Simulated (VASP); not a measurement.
# NaH (rocksalt type) (Fm-3m) in VASP: further runs

NaH (rocksalt type) is run at these levels: PBE; tasks: single point.

Program: VASP 6.6.1. These are calculated values, not measurements. Logs are shortened: lines on timing, memory, paths and dates and some standing lists are left out, and cuts for length are marked.

## 1. The cell of the first run

Symmetry: Fm-3m, No. 225, cubic system. The conventional cell has a = 4.863 Å, b = 4.863 Å, c = 4.863 Å, α = 90.00°, β = 90.00°, γ = 90.00°. Na (site symmetry m-3m) has 6 H at 2.43 Å within 3.2 Å. H (site symmetry m-3m) has 6 Na at 2.43 Å within 3.2 Å.

## 2. Single point, PBE (volume scaled by 1.02)

INCAR reads:

```
PREC = Accurate ; ENCUT = 520
EDIFF = 1E-6 ; ISMEAR = -1
SIGMA = 0.08 ; LREAL = F
LASPH = T ; NELM = 100
ALGO = Normal ; ISIF = 2
LWAVE = F ; LCHARG = T
GGA = PE ; LELF = T
LVHAR = T ; NBANDS = 11
```

KPOINTS reads:

```
regular mesh
0
Gamma
  12 12 12
```

POSCAR reads:

```
NaH
1.0
    0.0000000000      2.4315529388      2.4315529388
    2.4315529388      0.0000000000      2.4315529388
    2.4315529388      2.4315529388      0.0000000000
Na H
1 1
Direct
    0.0000000000      0.0000000000      0.0000000000
    0.5000000000      0.5000000000      0.5000000000
```

Potentials or basis: VASP PAW PBE potentials, release 64 (Na_pv, H).

Started as:

```
> cat potpaw_PBE.64/Na_pv/POTCAR potpaw_PBE.64/H/POTCAR > POTCAR
> mpirun -np 1 vasp_std > vasp.out
```

OUTCAR:

```text
PREC = Accurate
   ENCUT = 520
   EDIFF = 1E-6
   ISMEAR = -1
   LREAL = F
   LASPH = T
   NELM = 100
   ISIF = 2
   GGA = PE

 ion  position               nearest neighbor table
   1  0.000  0.000  0.000-
   2  0.500  0.500  0.500-

  LATTYP: Found a face centered cubic cell.
 ALAT       =     4.8631058776

  Lattice vectors:

 A1 = (   0.0000000000,   2.4315529388,   2.4315529388)
 A2 = (   2.4315529388,   0.0000000000,   2.4315529388)
 A3 = (   2.4315529388,   2.4315529388,   0.0000000000)

Analysis of symmetry for initial positions (statically):
=====================================================================
 Subroutine PRICEL returns:
 Original cell was already a primitive cell.

 Routine SETGRP: Setting up the symmetry group for a
 face centered cubic supercell.

 Subroutine GETGRP returns: Found 48 space group operations
 (whereof 48 operations were pure point group operations)
 out of a pool of 48 trial point group operations.

The static configuration has the point symmetry O_h .

Analysis of symmetry for dynamics (positions and initial velocities):
=====================================================================
 Subroutine PRICEL returns:
 Original cell was already a primitive cell.

 Routine SETGRP: Setting up the symmetry group for a
 face centered cubic supercell.

 Subroutine GETGRP returns: Found 48 space group operations
 (whereof 48 operations were pure point group operations)
 out of a pool of 48 trial point group operations.

The dynamic configuration has the point symmetry O_h .

 Subroutine INISYM returns: Found 48 space group operations
 (whereof 48 operations are pure point group operations),
 and found     1 'primitive' translations

----------------------------------------------------------------------------------------

                                     Primitive cell

  volume of cell :      28.7529

  direct lattice vectors                    reciprocal lattice vectors
     0.000000000  2.431552939  2.431552939    -0.205629905  0.205629905  0.205629905
     2.431552939  0.000000000  2.431552939     0.205629905 -0.205629905  0.205629905
     2.431552939  2.431552939  0.000000000     0.205629905  0.205629905 -0.205629905

  length of vectors
     3.438735144  3.438735144  3.438735144     0.356161443  0.356161443  0.356161443

  position of ions in fractional coordinates (direct lattice)
     0.000000000  0.000000000  0.000000000
     0.500000000  0.500000000  0.500000000

  ion indices of the primitive-cell ions
   primitive index   ion index
                 1           1
                 2           2

----------------------------------------------------------------------------------------

 KPOINTS: regular mesh

Automatic generation of k-mesh.
 Grid dimensions read from file:
 generate k-points for:   12   12   12

 Generating k-lattice:

  Cartesian coordinates                     Fractional coordinates (reciprocal lattice)
    -0.017135825  0.017135825  0.017135825     0.083333333  0.000000000  0.000000000
     0.017135825 -0.017135825  0.017135825     0.000000000  0.083333333  0.000000000
     0.017135825  0.017135825 -0.017135825     0.000000000  0.000000000  0.083333333

  Length of vectors
     0.029680120  0.029680120  0.029680120

  Shift w.r.t. Gamma in fractional coordinates (k-lattice)
     0.000000000  0.000000000  0.000000000

 Subroutine IBZKPT returns following result:
 ===========================================

 Found     72 irreducible k-points:

 Following reciprocal coordinates:
            Coordinates               Weight
  0.000000  0.000000  0.000000      1.000000
  0.083333  0.000000  0.000000      8.000000
  0.166667  0.000000  0.000000      8.000000
  0.250000  0.000000  0.000000      8.000000
  0.333333  0.000000  0.000000      8.000000
  0.416667  0.000000  0.000000      8.000000
[... 16 lines left out ...]
  0.500000  0.166667  0.000000     24.000000
 -0.416667  0.166667  0.000000     24.000000
 [... further k-points ...]
   k-points           NKPTS =     72   k-points in BZ     NKDIM =     72   number of bands    NBANDS=     11
   number of dos      NEDOS =    301   number of ions     NIONS =      2
   total plane-waves  NPLWV =  21952
   dimension x,y,z NGX =    28 NGY =   28 NGZ =   28
   dimension x,y,z NGXF=    56 NGYF=   56 NGZF=   56
   ions per type =               1   1
   NGX,Y,Z   is equivalent  to a cutoff of  13.54, 13.54, 13.54 a.u.
   NGXF,Y,Z  is equivalent  to a cutoff of  27.07, 27.07, 27.07 a.u.
 SYSTEM =  unknown system
   PREC   = accura    normal or accurate (medium, high low for compatibility)
   ISTART =      0    job   : 0-new  1-cont  2-samecut
   ICHARG =      2    charge: 1-file 2-atom 10-const
   ISPIN  =      1    spin polarized calculation?
   LNONCOLLINEAR =      F non collinear calculations
   LSORBIT =      F    spin-orbit coupling
   LASPH  =      T    aspherical Exc in radial PAW
   ENCUT  =  520.0 eV  38.22 Ry    6.18 a.u.   6.39  6.39  6.39*2*pi/ulx,y,z
   NELM   =    100;   NELMIN=  2; NELMDL= -5     # of ELM steps
   EDIFF  = 0.1E-05   stopping-criterion for ELM
   LREAL  =      F    real-space projection
   EDIFFG = 0.1E-04   stopping-criterion for IOM
   NSW    =      0    number of steps for IOM
   IBRION =     -1    ionic relax: 0-MD 1-quasi-New 2-CG
   NFREE  =      0    steps in history (QN), initial steepest desc. (CG)
   ISIF   =      2    stress and relaxation
   ISYM   =      2    0-nonsym 1-usesym 2-fastsym
   POTIM  = 0.5000    time-step for ionic-motion
   TEBEG  =    0.0;   TEEND  =   0.0 temperature during run
   PSTRESS=    0.0 pullay stress
   NELECT =       8.0000    total number of electrons
   NUPDOWN=      -1.0000    fix difference up-down
   EMIN   =  10.00;   EMAX   =-10.00  energy-range for DOS
   EFERMI =   0.00;   METHOD = LEGACY
   ISMEAR =    -1;   SIGMA  =   0.08  broadening in eV -4-tet -1-fermi 0-gaus
   EFERMI_NEDOS =   21; number of points for ismear=-14 and -15
   IALGO  =     38    algorithm
   IMIX   =      4    mixing-type and parameters
     AMIX     =   0.40;   BMIX     =  1.00
     AMIX_MAG =   1.60;   BMIX_MAG =  1.00
  volume/ion in A,a.u.               =      14.38        97.02
  Fermi-wavevector in a.u.,A,eV,Ry     =   1.068754  2.019652 15.541053  1.142235
  Thomas-Fermi vector in A             =   2.204412
   LORBIT       =      0    0 simple, 1 ext, 2 COOP (PROOUT), +10 PAW based schemes
   GGA     = PE    functional components
   LHFCALC =     F    Hartree Fock is set to
   AEXX    =    0.0000 exact exchange contribution
   IVDW    =     0    specifies the selected vdW correction
   LEPSILON=     F    determine dielectric tensor
   LRPA    =     F    only Hartree local field effects (RPA)
 non-spin polarized calculation
  energy-cutoff  :      520.00
  volume of cell :       28.75
 maximum number of plane-waves:       789
 NGX is ok and might be reduce to    28
   NGX = 13   NGY = 13   NGZ = 13

 number of electron       8.0000006 magnetization

 Free energy of the ion-electron system (eV)
  ---------------------------------------------------
  ext. energy  EPLUGINS =         0.00000000
  ---------------------------------------------------
  free energy    TOTEN  =        -5.08699981 eV

  energy without entropy =       -5.08699981  energy(sigma->0) =       -5.08699981

 E-fermi :   0.5386     XC(G=0):  -7.7068

 val. band max:       -1.1731218671   @ k =  -0.2500   0.5000   0.2500
 cond. band min:       2.5558994949   @ k =   0.5000   0.0000   0.0000
 fundamental gap:      3.7290213621
 Fermi energy:         0.5386104054

 k-point     1 :       0.0000    0.0000    0.0000
  band No.  band energies     occupation
      1     -23.3090      2.00000
      2     -23.3090      2.00000
      3     -23.3090      2.00000
      4      -4.7375      2.00000
      5       9.0801      0.00000
      6      14.2889      0.00000
      7      14.2889      0.00000
      8      14.2889      0.00000
      9      15.1012      0.00000
     10      15.1012      0.00000
     11      15.1012      0.00000

 k-point     2 :       0.0833    0.0000    0.0000
  band No.  band energies     occupation
      1     -23.3149      2.00000
      2     -23.3097      2.00000
      3     -23.3097      2.00000
      4      -4.6194      2.00000
      5       8.7020      0.00000
      6      12.5305      0.00000
      7      13.7922      0.00000
      8      13.7922      0.00000
      9      15.7071      0.00000
     10      15.7071      0.00000
     11      15.8723      0.00000

 k-point     3 :       0.1667    0.0000    0.0000
  band No.  band energies     occupation
      1     -23.3312      2.00000
      2     -23.3117      2.00000
      3     -23.3117      2.00000
      4      -4.2725      2.00000
      5       7.5694      0.00000
      6      11.0433      0.00000
      7      13.1781      0.00000
      8      13.1781      0.00000
      9      16.3558      0.00000
     10      16.3558      0.00000
     11      16.6442      0.00000

 k-point     4 :       0.2500    0.0000    0.0000
  band No.  band energies     occupation
      1     -23.3531      2.00000
      2     -23.3143      2.00000
      3     -23.3143      2.00000
      4      -3.7229      2.00000
      5       5.9634      0.00000
      6      10.2230      0.00000
      7      12.6958      0.00000
      8      12.6958      0.00000
      9      16.0767      0.00000
     10      16.0767      0.00000
     11      17.4040      0.00000
[... 239 lines left out ...]
 k-point    22 :       0.4167    0.1667    0.0000
  band No.  band energies     occupation
      1     -23.3774      2.00000
      2     -23.3276      2.00000
      3     -23.3245      2.00000
      4      -2.4844      2.00000
      5       4.1528      0.00000
      6       7.9289      0.00000
      7      10.8176      0.00000
      8      12.3326      0.00000
      9      15.1974      0.00000
     10      17.7150      0.00000
     11      17.7340      0.00000

 k-point    23 :       0.5000    0.1667    0.0000
  band No.  band energies     occupation
      1     -23.3867      2.00000
      2     -23.3319      2.00000
      3     -23.3244      2.00000
      4      -1.9264      2.00000
      5       3.2242      0.00000
      6       7.4738      0.00000
      7      10.9389      0.00000
      8      12.1014      0.00000
      9      15.4571      0.00000
     10      17.1051      0.00000
     11      19.1449      0.00000

 k-point    24 :      -0.4167    0.1667    0.0000
  band No.  band energies     occupation
      1     -23.3876      2.00000
      2     -23.3347      2.00000
      3     -23.3227      2.00000
      4      -1.8260      2.00000
      5       3.0816      0.00000
      6       7.2305      0.00000
      7      11.2691      0.00000
      8      12.1065      0.00000
      9      15.5956      0.00000
     10      16.6623      0.00000
     11      20.2425      0.00000

 [... further k-points ...]

------------------------ aborting loop because EDIFF is reached ----------------------------------------

  FORCE on cell =-STRESS in cart. coord.  units (eV):
  Direction    XX          YY          ZZ          XY          YZ          ZX
  --------------------------------------------------------------------------------------
  -------------------------------------------------------------------------------------
  Total       -0.0830057     -0.0830057     -0.0830057     -0.0000000      0.0000000      0.0000000
  in kB       -4.6252727     -4.6252727     -4.6252727     -0.0000000      0.0000000      0.0000000
  external PRESSURE =      -4.6252727 kB  Pullay stress =       0.0000000 kB

 VOLUME and BASIS-vectors are now :
 -----------------------------------------------------------------------------
  energy-cutoff  :      520.00
  volume of cell :       28.75
      direct lattice vectors                 reciprocal lattice vectors
     0.000000000  2.431552939  2.431552939    -0.205629905  0.205629905  0.205629905
     2.431552939  0.000000000  2.431552939     0.205629905 -0.205629905  0.205629905
     2.431552939  2.431552939  0.000000000     0.205629905  0.205629905 -0.205629905

 POSITION                                       TOTAL-FORCE (eV/Angst)
 -----------------------------------------------------------------------------------
      0.00000      0.00000      0.00000         0.000000      0.000000      0.000000
      2.43155      2.43155      2.43155        -0.000000     -0.000000     -0.000000
 -----------------------------------------------------------------------------------
    total drift:                               -0.000000     -0.000000     -0.000000

  FREE ENERGIE OF THE ION-ELECTRON SYSTEM (eV)
  ---------------------------------------------------
  free  energy   TOTEN  =        -5.0869998110 eV

  energy  without entropy=       -5.0869998109  energy(sigma->0) =       -5.08699981
```

Run time: 10 s. Hardware: 1 thread of Intel Xeon 6975P-C (Granite Rapids), shared host; peak memory 0.16 GiB.

What came out:

| Property | Result |
| --- | --- |
| Free energy | -5.0870 eV |
| Pressure | -0.5 GPa |
| Band gap on the k mesh | 3.73 eV, indirect (least direct gap 4.58 eV) |

Levels at points of the mesh, in eV from the valence-band top:
```csv
k point,band 2,band 3,band 4,band 5,band 6,band 7
"(0.00, 0.00, 0.00)",-22.14,-22.14,-3.56,10.25,15.46,15.46
"(0.50, 0.00, 0.00)",-22.15,-22.15,-0.85,3.73,10.65,13.27
"(0.50, 0.50, 0.00)",-22.17,-22.17,-0.17,4.60,9.96,10.56
```

(Part 1 of 2 ends here.)
